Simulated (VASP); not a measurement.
Write the native input for VASP 6.6.1 that does the following.

```
Task                   : single point
Functional             : PBE
Potentials or basis    : VASP PAW PBE potentials, release 64 (Mg, Be, S)
Cutoff                 : 520 eV
k mesh                 : 3 × 3 × 4
Occupations            : gaussian, width 0.1 eV
Spin                   : no spin polarisation
Dipole correction      : no
Further INCAR settings : ALGO = Normal; EDIFF = 1e-06; NBANDS = 25
```

The structure of Mg3BeS lies in POSCAR:

```
Mg3BeS
1.0
    7.2654054906      0.0000000000      0.0000000000
   -3.6327027453      6.2920257237      0.0000000000
    0.0000000000      0.0000000000      4.2485078472
Mg Be S
6 2 2
Direct
    0.0000000000      0.6618247372      0.7547519425
    0.3381752628      0.3381752628      0.7547519425
    0.6618247372      0.0000000000      0.7547519425
    0.6618247372      0.6618247372      0.2452480575
    0.0000000000      0.3381752628      0.2452480575
    0.3381752628      0.0000000000      0.2452480575
    0.0000000000      0.0000000000      0.2566776610
    0.0000000000      0.0000000000      0.7433223390
    0.6666666667      0.3333333333      0.5000000000
    0.3333333333      0.6666666667      0.5000000000
```

The cell was generated, and may not be a known phase.

These files were run (other wordings do the same):

INCAR

```
SYSTEM = Mg3BeS
PREC     = Accurate       ! precision mode
ENCUT    = 520            ! plane-wave cutoff, eV
EDIFF    = 1E-6           ! SCF threshold, eV
ISMEAR   = 0              ! smearing method
SIGMA    = 0.1            ! smearing width, eV
LREAL    = .False.        ! projectors in reciprocal space
LASPH    = .True.         ! aspherical terms in the spheres
NELM     = 80             ! most SCF steps
ALGO     = Normal         ! electronic algorithm
ISIF     = 2              ! what is computed and relaxed
LWAVE    = .False.        ! write WAVECAR
LCHARG   = .False.        ! write CHGCAR
GGA      = PE             ! functional
NBANDS   = 25             ! bands
```

KPOINTS

```
Automatic mesh
0
Gamma
  3 3 4
  0 0 0
```

Potentials or basis: VASP PAW PBE potentials, release 64 (Mg, Be, S).

The run is started by

```sh
$ cat potpaw_PBE.64/Mg/POTCAR potpaw_PBE.64/Be/POTCAR potpaw_PBE.64/S/POTCAR > POTCAR
$ mpirun -np 1 vasp_std > vasp.out
```

Results of the run:

```json
{"Pressure": "-0.1 GPa", "Largest force": "0.005 eV/Å", "Band gap on the k mesh": "zero (bands 14 and 15 overlap by 1.75 eV)"}
```

Caveat: the k points lie up to 0.37 Å⁻¹ apart, too coarse for converged energies and pressures of a metal.

It took 100 s on 1 thread of Intel Xeon 8259CL, on a shared host, peak memory 0.3 GiB.
